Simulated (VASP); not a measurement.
A run of VASP 6.6.1 is set up as follows.

File INCAR:

```
SYSTEM = Co
PREC = Accurate
ENCUT = 520
EDIFF = 1E-6
ISMEAR = 0
SIGMA = 0.1
LREAL = .False.
LASPH = .True.
NELM = 150
ALGO = Fast
ISIF = 2
LWAVE = .False.
LCHARG = .False.
ISPIN = 2
MAGMOM = 1.8 1.8
LORBIT = 11
LMAXMIX = 4
GGA = PS
NBANDS = 20
```

File KPOINTS:

```
Automatic mesh
0
Gamma
  15 15 9
  0 0 0
```

POSCAR

```
Co
1.0
    2.4564188984      0.0000000000      0.0000000000
   -1.2282094492      2.1273211683      0.0000000000
    0.0000000000      0.0000000000      3.9694711002
Co
2
Direct
    0.6666666667      0.3333333333      0.2500068659
    0.3333333333      0.6666666667      0.7499931341
```

Potentials or basis: VASP PAW PBE potentials, release 64 (Co).

Command:

```console
$ cat potpaw_PBE.64/Co/POTCAR > POTCAR
$ mpirun -np 1 vasp_std > vasp.out
```

What does it give for the net moment?

3.18 μB per cell.

What does it give for the site moments?

Co +1.59 μB.

Estimate the pressure.

-0.5 GPa.

Stress tensor (GPa, compression positive):
```
-0.46  0.00  0.00
 0.00 -0.46  0.00
 0.00  0.00 -0.68
```

Caveat: the PAW data sets were made with another functional, which shifts forces and pressure a little.
